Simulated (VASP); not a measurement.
Set up this calculation in VASP 6.6.1, as the native input.

| Quantity | Value |
| --- | --- |
| Task | single point |
| Functional | PBEsol |
| Potentials or basis | VASP PAW PBE potentials, release 64 (S, Mg) |
| Cutoff | 520 eV |
| k mesh | 1 × 1 × 1, shifted |
| Occupations | fermi-dirac, width 0.05 eV |
| Spin | no spin polarisation |
| Dipole correction | no |
| Further INCAR settings | LREAL = Auto; ALGO = Normal; EDIFF = 1e-06; NBANDS = 162; ISYM = 0 |

The structure of Mg32S31 (a cell with a defect) lies in POSCAR:

```
Mg32S31
1.0
   10.3639610000      0.0000000000      0.0000000000
    0.0000000000     10.3639610000      0.0000000000
    0.0000000000      0.0000000000     10.3639610000
S Mg
31 32
Direct
    0.2501390000      0.0005570000      0.9999190000
    0.2502350000      0.0007750000      0.5001340000
    0.2498750000      0.5005040000      0.0002850000
    0.7502390000      0.0004760000      0.9999650000
    0.7504450000      0.0001990000      0.4999220000
    0.7501700000      0.5003620000      0.9999160000
    0.7493960000      0.5004000000      0.4999580000
    0.0002590000      0.2505720000      0.9998400000
    0.0013010000      0.2516230000      0.4997920000
    0.0003200000      0.7503370000      0.0000090000
    0.0015470000      0.7491420000      0.5000380000
    0.5001420000      0.2506490000      0.9999650000
    0.4991800000      0.2513300000      0.4998570000
    0.5001580000      0.7504680000      0.0001120000
    0.4990490000      0.7496280000      0.4999630000
    0.0003940000      0.0002740000      0.2501100000
    0.0002560000      0.0004600000      0.7499720000
    0.0013660000      0.5002640000      0.2515530000
    0.0010510000      0.5004820000      0.7489460000
    0.5001190000      0.0004050000      0.2499790000
    0.5001070000      0.0005850000      0.7499130000
    0.4991620000      0.5005080000      0.2508040000
    0.4987590000      0.5007260000      0.7488370000
    0.2500440000      0.2515190000      0.2509650000
    0.2501820000      0.2517380000      0.7488270000
    0.2502580000      0.7493630000      0.2511790000
    0.2504690000      0.7494000000      0.7490040000
    0.7502020000      0.2504670000      0.2500320000
    0.7501050000      0.2504830000      0.7497640000
    0.7503490000      0.7502960000      0.2500560000
    0.7502870000      0.7504180000      0.7499650000
    0.0005560000      0.0004820000      0.0001430000
    0.0017710000      0.0004560000      0.4999620000
    0.0013120000      0.5004500000      0.0003700000
    0.0051990000      0.5004380000      0.5004080000
    0.4999370000      0.0005630000      0.9999510000
    0.4990330000      0.0005680000      0.5000030000
    0.4985500000      0.5005390000      0.9998120000
    0.4904630000      0.5004630000      0.4995230000
    0.2501510000      0.2518030000      0.9999600000
    0.2504140000      0.2585760000      0.4999230000
    0.2502990000      0.7492810000      0.0001890000
    0.2504280000      0.7439840000      0.4998430000
    0.7501900000      0.2506350000      0.9999000000
    0.7500500000      0.2517560000      0.4998990000
    0.7501770000      0.7500900000      0.9999870000
    0.7500600000      0.7487970000      0.4999930000
    0.2502460000      0.0005220000      0.2514580000
    0.2501550000      0.0006760000      0.7485460000
    0.2506300000      0.5004330000      0.2578080000
    0.2494840000      0.5005700000      0.7436310000
    0.7502630000      0.0004170000      0.2501790000
    0.7501650000      0.0004930000      0.7496340000
    0.7501200000      0.5003610000      0.2512720000
    0.7496820000      0.5004300000      0.7485560000
    0.0001970000      0.2503990000      0.2498920000
    0.0001250000      0.2504570000      0.7497850000
    0.0002390000      0.7501360000      0.2499770000
    0.0003060000      0.7504690000      0.7500110000
    0.5001520000      0.2504350000      0.2499700000
    0.5001340000      0.2506540000      0.7498040000
    0.5003040000      0.7504610000      0.2500580000
    0.5002150000      0.7505570000      0.7499170000
```

The input as run:

INCAR

```
SYSTEM = Mg32S31
PREC = Accurate
ENCUT = 520
EDIFF = 1E-6
ISMEAR = -1
SIGMA = 0.05
LREAL = Auto
LASPH = .TRUE.
NELM = 60
ALGO = Normal
ISIF = 2
LWAVE = .FALSE.
LCHARG = .FALSE.
GGA = PS
NBANDS = 162
ISYM = 0
```

KPOINTS

```
Automatic mesh
0
Gamma
  1 1 1
  0.25 0.25 0.25
```

Potentials or basis: VASP PAW PBE potentials, release 64 (S, Mg).

The run is started by

```sh
$ cat potpaw_PBE.64/S/POTCAR potpaw_PBE.64/Mg/POTCAR > POTCAR
$ mpirun -np 1 vasp_std > vasp.out
```

Results of the run:

```
Pressure               : -0.6 GPa
Largest force          : 0.032 eV/Å
Band gap on the k mesh : 1.86 eV
```

Caveat: the PAW data sets were made with another functional, which shifts forces and pressure a little.

It took 16 min on 1 thread of Oxide Virtual Turin-like Processor, with other jobs on the host, peak memory 1.1 GiB.
